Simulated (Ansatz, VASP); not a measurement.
## One calculation of SnO2, two programs

Contents of INCAR:

```
SYSTEM = SnO2
PREC     = Accurate       ! precision mode
ENCUT    = 520            ! plane-wave cutoff, eV
EDIFF    = 1E-6           ! SCF threshold, eV
ISMEAR   = 0              ! smearing method
SIGMA    = 0.05           ! smearing width, eV
LREAL    = .False.        ! projectors in reciprocal space
LASPH    = .True.         ! aspherical terms in the spheres
NELM     = 100            ! most SCF steps
ALGO     = Normal         ! electronic algorithm
ISIF     = 2              ! what is computed and relaxed
LWAVE    = .False.        ! write WAVECAR
LCHARG   = .True.         ! write CHGCAR
GGA      = PE             ! functional
LELF     = .True.         ! ELF
LVHAR    = .True.       
NBANDS   = 35             ! bands
```

The input KPOINTS:

```
regular mesh
0
Gamma
  8 8 12
  0 0 0
```

POSCAR

```
SnO2
1.0
    4.7380000000      0.0000000000      0.0000000000
    0.0000000000      4.7380000000      0.0000000000
    0.0000000000      0.0000000000      3.1865000000
Sn O
2 4
Direct
    0.0000000000      0.0000000000      0.0000000000
    0.5000000000      0.5000000000      0.5000000000
    0.3071000000      0.3071000000      0.0000000000
    0.1929000000      0.8071000000      0.5000000000
    0.6929000000      0.6929000000      0.0000000000
    0.8071000000      0.1929000000      0.5000000000
```

Input for Ansatz:

```yaml
crystal:
  lattice:
    - [4.738, 0.0, 0.0]
    - [0.0, 4.738, 0.0]
    - [0.0, 0.0, 3.1865]
  atoms:
    - { symbol: Sn, position: [0.0, 0.0, 0.0] }
    - { symbol: Sn, position: [0.5, 0.5, 0.5] }
    - { symbol: O, position: [0.3071, 0.3071, 0.0] }
    - { symbol: O, position: [0.1929, 0.8071, 0.5] }
    - { symbol: O, position: [0.6929, 0.6929, 0.0] }
    - { symbol: O, position: [0.8071, 0.1929, 0.5] }
basis:
  ecutwfc: 420
kpoints:
  mp_grid: { grid: [8, 8, 12] }
hamiltonian:
  xc: pbe
scf:
  occupations: { method: gaussian, width: 0.05 }
output:
  forces: true
  eigenvalues: true
  eigenstates:
    nscf_kmesh: { grid: [20, 20, 30] }
    top_band: c6
    de_dk: true
    localisation: true
  stress: true
checkpoint:
  write: ck
  compress: false
  write_wavefunctions: false
  write_every: 100000
```

Alike in both runs: task single point; functional PBE; k mesh 8 × 8 × 12; occupations gaussian, width 0.05 eV; no spin polarisation.

|  | VASP | Ansatz |
| --- | --- | --- |
| version | VASP 6.6.1 | Ansatz 0.2.0 |
| potentials or method | VASP PAW PBE potentials, release 64 (Sn_d, O), cutoff 520 eV | scalar-relativistic, plane waves, PAW |
| valence electrons in the cell | 52 | 52 |

```csv
,VASP,Ansatz,Ansatz less VASP
gap on the k mesh at the Fermi level (eV),1.27,1.28,+0.010
pressure (GPa),11.8,11.1,-0.72
"traceless stress, the component that is largest in VASP (GPa)",2.20,1.97,-0.234
rms of the force components (eV/Å),0.139,0.130,-0.0091
```

Atom by atom the forces differ by 0.009 eV/Å (rms over components). With one functional, cell and mesh, what is left measures potentials, basis and numerics.
